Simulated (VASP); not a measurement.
# AlNi (CsCl type) (Pm-3m) in VASP: notebook

The runs below take AlNi (CsCl type) through single point, with PBE.

Program: VASP 6.6.1. These are calculated values, not measurements. Logs are shortened: lines on timing, memory, paths and dates and some standing lists are left out, and cuts for length are marked.

## (1) The cell of the first run

The structure is cubic, space group Pm-3m (No. 221). Conventional cell: a = 2.715 Å, b = 2.715 Å, c = 2.715 Å, α = 90.00°, β = 90.00°, γ = 90.00°. Within 3.1 Å of Ni (site symmetry m-3m) lie 8 Al at 2.35 Å and 6 Ni at 2.71 Å. Al (site symmetry m-3m) has 8 Ni at 2.35 Å and 6 Al at 2.71 Å within 3.1 Å.

## (2) Single point, PBE

The input, INCAR:

```
  PREC = Accurate
  ENCUT = 520
  EDIFF = 1E-6
  ISMEAR = -1
  SIGMA = 0.08
  LREAL = False
  LASPH = True
  NELM = 100
  ALGO = Normal
  ISIF = 2
  LWAVE = False
  LCHARG = False
  GGA = PE
  NBANDS = 14
```

The input, KPOINTS:

```
Automatic mesh
0
Gamma
  15 15 15
```

The input, POSCAR:

```
AlNi
1.0
    2.7145562586      0.0000000000      0.0000000000
    0.0000000000      2.7145562586      0.0000000000
    0.0000000000      0.0000000000      2.7145562586
Ni Al
1 1
Direct
    0.0000000000      0.0000000000      0.0000000000
    0.5000000000      0.5000000000      0.5000000000
```

Potentials or basis: VASP PAW PBE potentials, release 64 (Ni, Al).

On the command line:

```bash
cat potpaw_PBE.64/Ni/POTCAR potpaw_PBE.64/Al/POTCAR > POTCAR
mpirun -np 1 vasp_std > vasp.out
```

OUTCAR:

```text
PREC = Accurate
   ENCUT = 520
   EDIFF = 1E-6
   ISMEAR = -1
   LREAL = False
   LASPH = True
   NELM = 100
   ISIF = 2
   GGA = PE

 ion  position               nearest neighbor table
   1  0.000  0.000  0.000-   2 2.35   2 2.35   2 2.35   2 2.35   2 2.35   2 2.35   2 2.35   2 2.35

   2  0.500  0.500  0.500-   1 2.35   1 2.35   1 2.35   1 2.35   1 2.35   1 2.35   1 2.35   1 2.35

  LATTYP: Found a simple cubic cell.
 ALAT       =     2.7145562586

  Lattice vectors:

 A1 = (   2.7145562586,   0.0000000000,   0.0000000000)
 A2 = (   0.0000000000,   2.7145562586,   0.0000000000)
 A3 = (   0.0000000000,   0.0000000000,   2.7145562586)

Analysis of symmetry for initial positions (statically):
=====================================================================
 Subroutine PRICEL returns:
 Original cell was already a primitive cell.

 Routine SETGRP: Setting up the symmetry group for a
 simple cubic supercell.

 Subroutine GETGRP returns: Found 48 space group operations
 (whereof 48 operations were pure point group operations)
 out of a pool of 48 trial point group operations.

The static configuration has the point symmetry O_h .

Analysis of symmetry for dynamics (positions and initial velocities):
=====================================================================
 Subroutine PRICEL returns:
 Original cell was already a primitive cell.

 Routine SETGRP: Setting up the symmetry group for a
 simple cubic supercell.

 Subroutine GETGRP returns: Found 48 space group operations
 (whereof 48 operations were pure point group operations)
 out of a pool of 48 trial point group operations.

The dynamic configuration has the point symmetry O_h .

 Subroutine INISYM returns: Found 48 space group operations
 (whereof 48 operations are pure point group operations),
 and found     1 'primitive' translations

----------------------------------------------------------------------------------------

                                     Primitive cell

  volume of cell :      20.0031

  direct lattice vectors                    reciprocal lattice vectors
     2.714556259  0.000000000  0.000000000     0.368384334  0.000000000  0.000000000
     0.000000000  2.714556259  0.000000000     0.000000000  0.368384334  0.000000000
     0.000000000  0.000000000  2.714556259     0.000000000  0.000000000  0.368384334

  length of vectors
     2.714556259  2.714556259  2.714556259     0.368384334  0.368384334  0.368384334

  position of ions in fractional coordinates (direct lattice)
     0.000000000  0.000000000  0.000000000
     0.500000000  0.500000000  0.500000000

  ion indices of the primitive-cell ions
   primitive index   ion index
                 1           1
                 2           2

----------------------------------------------------------------------------------------

 KPOINTS: Automatic mesh

Automatic generation of k-mesh.
 Grid dimensions read from file:
 generate k-points for:   15   15   15

 Generating k-lattice:

  Cartesian coordinates                     Fractional coordinates (reciprocal lattice)
     0.024558956  0.000000000  0.000000000     0.066666667  0.000000000  0.000000000
     0.000000000  0.024558956  0.000000000     0.000000000  0.066666667  0.000000000
     0.000000000  0.000000000  0.024558956     0.000000000  0.000000000  0.066666667

  Length of vectors
     0.024558956  0.024558956  0.024558956

  Shift w.r.t. Gamma in fractional coordinates (k-lattice)
     0.000000000  0.000000000  0.000000000

 Subroutine IBZKPT returns following result:
 ===========================================

 Found    120 irreducible k-points:

 Following reciprocal coordinates:
            Coordinates               Weight
  0.000000  0.000000  0.000000      1.000000
  0.066667  0.000000  0.000000      6.000000
  0.133333  0.000000  0.000000      6.000000
  0.200000  0.000000  0.000000      6.000000
  0.266667  0.000000  0.000000      6.000000
  0.333333  0.000000  0.000000      6.000000
[... 16 lines left out ...]
  0.266667  0.200000  0.000000     24.000000
  0.333333  0.200000  0.000000     24.000000
 [... further k-points ...]
   k-points           NKPTS =    120   k-points in BZ     NKDIM =    120   number of bands    NBANDS=     14
   number of dos      NEDOS =    301   number of ions     NIONS =      2
   total plane-waves  NPLWV =   8000
   dimension x,y,z NGX =    20 NGY =   20 NGZ =   20
   dimension x,y,z NGXF=    40 NGYF=   40 NGZF=   40
   ions per type =               1   1
   NGX,Y,Z   is equivalent  to a cutoff of  12.25, 12.25, 12.25 a.u.
   NGXF,Y,Z  is equivalent  to a cutoff of  24.50, 24.50, 24.50 a.u.
 SYSTEM =  unknown system
   PREC   = accura    normal or accurate (medium, high low for compatibility)
   ISTART =      0    job   : 0-new  1-cont  2-samecut
   ICHARG =      2    charge: 1-file 2-atom 10-const
   ISPIN  =      1    spin polarized calculation?
   LNONCOLLINEAR =      F non collinear calculations
   LSORBIT =      F    spin-orbit coupling
   LASPH  =      T    aspherical Exc in radial PAW
   ENCUT  =  520.0 eV  38.22 Ry    6.18 a.u.   5.05  5.05  5.05*2*pi/ulx,y,z
   NELM   =    100;   NELMIN=  2; NELMDL= -5     # of ELM steps
   EDIFF  = 0.1E-05   stopping-criterion for ELM
   LREAL  =      F    real-space projection
   EDIFFG = 0.1E-04   stopping-criterion for IOM
   NSW    =      0    number of steps for IOM
   IBRION =     -1    ionic relax: 0-MD 1-quasi-New 2-CG
   NFREE  =      0    steps in history (QN), initial steepest desc. (CG)
   ISIF   =      2    stress and relaxation
   ISYM   =      2    0-nonsym 1-usesym 2-fastsym
   POTIM  = 0.5000    time-step for ionic-motion
   TEBEG  =    0.0;   TEEND  =   0.0 temperature during run
   PSTRESS=    0.0 pullay stress
   NELECT =      13.0000    total number of electrons
   NUPDOWN=      -1.0000    fix difference up-down
   EMIN   =  10.00;   EMAX   =-10.00  energy-range for DOS
   EFERMI =   0.00;   METHOD = LEGACY
   ISMEAR =    -1;   SIGMA  =   0.08  broadening in eV -4-tet -1-fermi 0-gaus
   EFERMI_NEDOS =   21; number of points for ismear=-14 and -15
   IALGO  =     38    algorithm
   IMIX   =      4    mixing-type and parameters
     AMIX     =   0.40;   BMIX     =  1.00
     AMIX_MAG =   1.60;   BMIX_MAG =  1.00
  volume/ion in A,a.u.               =      10.00        67.49
  Fermi-wavevector in a.u.,A,eV,Ry     =   1.418046  2.679719 27.359350  2.010856
  Thomas-Fermi vector in A             =   2.539213
   LORBIT       =      0    0 simple, 1 ext, 2 COOP (PROOUT), +10 PAW based schemes
   GGA     = PE    functional components
   LHFCALC =     F    Hartree Fock is set to
   AEXX    =    0.0000 exact exchange contribution
   IVDW    =     0    specifies the selected vdW correction
   LEPSILON=     F    determine dielectric tensor
   LRPA    =     F    only Hartree local field effects (RPA)
 non-spin polarized calculation
  energy-cutoff  :      520.00
  volume of cell :       20.00
 maximum number of plane-waves:       552
   NGX = 11   NGY = 11   NGZ = 11

 number of electron      13.0000017 magnetization

 Free energy of the ion-electron system (eV)
  ---------------------------------------------------
  ext. energy  EPLUGINS =         0.00000000
  ---------------------------------------------------
  free energy    TOTEN  =       -10.03613688 eV

  energy without entropy =      -10.02069947  energy(sigma->0) =      -10.02841817

 E-fermi :  12.6079     XC(G=0): -12.9368

 val. band max:       12.5957248818   @ k =   0.4667   0.4667   0.3333
 cond. band min:      12.6322071736   @ k =   0.3333   0.3333   0.0667
 fundamental gap:      0.0364822918
 Fermi energy:        12.6079016595

 k-point     1 :       0.0000    0.0000    0.0000
  band No.  band energies     occupation
      1       0.0796      2.00000
      2       8.3919      2.00000
      3       8.3919      2.00000
      4      10.6336      2.00000
      5      10.6336      2.00000
      6      10.6336      2.00000
      7      18.9150      0.00000
      8      18.9150      0.00000
      9      18.9150      0.00000
     10      21.3159      0.00000
     11      21.3159      0.00000
     12      29.8175      0.00000
     13      35.7018      0.00000
     14      35.7018      0.00000

 k-point     2 :       0.0667    0.0000    0.0000
  band No.  band energies     occupation
      1       0.1726      2.00000
      2       8.3903      2.00000
      3       8.4171      2.00000
      4      10.5886      2.00000
      5      10.5886      2.00000
      6      10.6386      2.00000
      7      17.8895      0.00000
      8      19.0372      0.00000
      9      19.0372      0.00000
     10      21.3068      0.00000
     11      22.2846      0.00000
     12      30.0953      0.00000
     13      34.6469      0.00000
     14      34.6469      0.00000

 k-point     3 :       0.1333    0.0000    0.0000
  band No.  band energies     occupation
      1       0.4501      2.00000
      2       8.3669      2.00000
      3       8.4892      2.00000
      4      10.4656      2.00000
      5      10.4656      2.00000
      6      10.6529      2.00000
      7      16.2458      0.00000
      8      19.3924      0.00000
      9      19.3924      0.00000
     10      21.2797      0.00000
     11      23.7442      0.00000
     12      30.9511      0.00000
     13      32.9438      0.00000
     14      32.9438      0.00000
[... 324 lines left out ...]
 k-point    23 :       0.2667    0.2000    0.0000
  band No.  band energies     occupation
      1       2.3178      2.00000
      2       8.2648      2.00000
      3       8.6980      2.00000
      4       9.7493      2.00000
      5      10.1568      2.00000
      6      10.3853      2.00000
      7      13.7442      0.00000
      8      16.4331      0.00000
      9      21.6899      0.00000
     10      22.5254      0.00000
     11      26.0767      0.00000
     12      29.3647      0.00000
     13      30.1179      0.00000
     14      32.0503      0.00000

 k-point    24 :       0.3333    0.2000    0.0000
  band No.  band energies     occupation
      1       3.0744      2.00000
      2       7.7251      2.00000
      3       8.8818      2.00000
      4       9.6772      2.00000
      5       9.9995      2.00000
      6      10.4091      2.00000
      7      12.7763      0.21716
      8      17.0140      0.00000
      9      21.7649      0.00000
     10      22.5478      0.00000
     11      25.6639      0.00000
     12      28.6166      0.00000
     13      30.2509      0.00000
     14      32.0754      0.00000

 [... further k-points ...]
[... 5 lines left out ...]
  --------------------------------------------------------------------------------------
  -------------------------------------------------------------------------------------
  Total        5.7279537      5.7279537      5.7279537     -0.0000000     -0.0000000      0.0000000
  in kB      458.7895783    458.7895783    458.7895783     -0.0000000     -0.0000000      0.0000000
  external PRESSURE =     458.7895783 kB  Pullay stress =       0.0000000 kB

 VOLUME and BASIS-vectors are now :
 -----------------------------------------------------------------------------
  energy-cutoff  :      520.00
  volume of cell :       20.00
      direct lattice vectors                 reciprocal lattice vectors
     2.714556259  0.000000000  0.000000000     0.368384334  0.000000000  0.000000000
     0.000000000  2.714556259  0.000000000     0.000000000  0.368384334  0.000000000
     0.000000000  0.000000000  2.714556259     0.000000000  0.000000000  0.368384334

 POSITION                                       TOTAL-FORCE (eV/Angst)
 -----------------------------------------------------------------------------------
      0.00000      0.00000      0.00000         0.000000      0.000000      0.000000
      1.35728      1.35728      1.35728         0.000000      0.000000      0.000000
 -----------------------------------------------------------------------------------
    total drift:                                0.000000      0.000000      0.000000

  FREE ENERGIE OF THE ION-ELECTRON SYSTEM (eV)
  ---------------------------------------------------
  free  energy   TOTEN  =       -10.0361368801 eV

  energy  without entropy=      -10.0206994694  energy(sigma->0) =      -10.02841817
```

Run time: 21 s. Hardware: 1 thread of Intel Xeon 6975P-C, shared host; peak memory 0.15 GiB.

What came out:

| Item | Value |
| --- | --- |
| Free energy | -10.0361 eV |
| Pressure | 45.9 GPa |

Levels at points of the mesh, in eV from the Fermi level:
```tsv
k point	band 3	band 4	band 5	band 6	band 7	band 8	band 9	band 10
(0.00, 0.00, 0.00)	-4.22	-1.97	-1.97	-1.97	6.31	6.31	6.31	8.71
```

Spin polarisation is off, so any magnetic state and its effect on volume and gap are missing.

## (3) Single point, PBE

The input, INCAR:

```
PREC = Accurate ; ENCUT = 520
EDIFF = 1E-6 ; ISMEAR = -1
SIGMA = 0.08 ; LREAL = F
LASPH = T ; NELM = 80
ALGO = Normal ; ISIF = 2
LWAVE = F ; LCHARG = F
GGA = PE ; NBANDS = 14
```

The input, KPOINTS:

```
regular mesh
0
Gamma
  15 15 15
```

The input, POSCAR:

```
AlNi
1.0
    2.7139884323      0.0000000000      0.0000000000
    0.0000000000      2.7139884323      0.0000000000
    0.0000000000      0.0000000000      2.7139884323
Ni Al
1 1
Direct
    0.0000000000      0.0000000000      0.0000000000
    0.5000000000      0.5000000000      0.5000000000
```

Potentials or basis: VASP PAW PBE potentials, release 64 (Ni, Al).

On the command line:

```bash
cat potpaw_PBE.64/Ni/POTCAR potpaw_PBE.64/Al/POTCAR > POTCAR
mpirun -np 1 vasp_std > vasp.out
```

Wall time 19 s (1 thread of Intel Xeon 6975P-C, shared host); peak memory 0.15 GiB.

Results (log left out):

| Quantity | Value |
| --- | --- |
| Free energy | -10.0325 eV |
| Pressure | 46.1 GPa |

Levels at points of the mesh, in eV from the Fermi level:
```csv
k point,band 3,band 4,band 5,band 6,band 7,band 8,band 9,band 10
"(0.00, 0.00, 0.00)",-4.22,-1.98,-1.98,-1.98,6.31,6.31,6.31,8.71
```

Spin polarisation is off, so any magnetic state and its effect on volume and gap are missing.
